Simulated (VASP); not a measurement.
Here is a VASP 6.6.1 calculation.

File INCAR:

```
SYSTEM = Hf4S9
ALGO = Normal
EDIFF = 1E-6
ENCUT = 520
GGA = PE
ISIF = 2
ISMEAR = 0
IVDW = 12
LASPH = .True.
LCHARG = .False.
LREAL = .False.
LWAVE = .False.
NBANDS = 59
NELM = 60
PREC = Accurate
SIGMA = 0.02
```

KPOINTS

```
k-points
0
Gamma
  3 3 3
  0 0 0
```

POSCAR

```
Hf4S9
1.0
    3.6058628313      0.0000000000     -5.7703876582
    3.6058628313      0.0000000000      5.7703876582
   -3.6058628313     -6.2455376290      0.0000000000
Hf S
4 9
Direct
    0.5307767901      0.4617488454     -0.0074275431
    0.9692232863      0.0382511717      0.0074275431
    0.4944459752      0.4943615788      0.4999852992
    1.0055541075      0.0056384446      0.5000147602
    0.8233013966      0.5292935932      0.3525483522
    0.2778723716      0.0437321231      0.3216851966
    0.8210316776      0.5914621792      0.8242931683
    0.2327514926      0.0031806079      0.8241497059
    0.6789683188      0.9085378172      0.1757067310
    0.2672485371      0.4968194218      0.1758503535
    0.6766985412      0.9707063446      0.6474517072
    0.2221276581      0.4562679066      0.6783148628
    0.7500000382      0.2500000086      0.0000000000
```

Potentials or basis: VASP PAW PBE potentials, release 64 (Hf_pv, S).

The run is started by

```console
$ cat potpaw_PBE.64/Hf_pv/POTCAR potpaw_PBE.64/S/POTCAR > POTCAR
$ mpirun -np 1 vasp_std > vasp.out
```

Problem. Predict the pressure.

Solution. 3.4 GPa.

Problem. Predict the dispersion energy per atom.

Solution. -0.365 eV.

Problem. Predict the largest force.

Solution. 0.069 eV/Å.

Forces in eV/Å, atoms in the order of the input:
```
Hf   0.000 -0.030  0.018
Hf   0.000  0.030 -0.018
Hf  -0.015 -0.002 -0.001
Hf   0.015  0.002  0.001
S    0.000  0.028  0.041
S    0.001 -0.012  0.068
S   -0.011  0.009  0.056
S    0.011  0.004  0.056
S    0.011 -0.009 -0.056
S   -0.011 -0.004 -0.056
S    0.000 -0.028 -0.041
S   -0.001  0.012 -0.068
S    0.000  0.000  0.000
```

Caveat: the k points lie up to 0.38 Å⁻¹ apart.
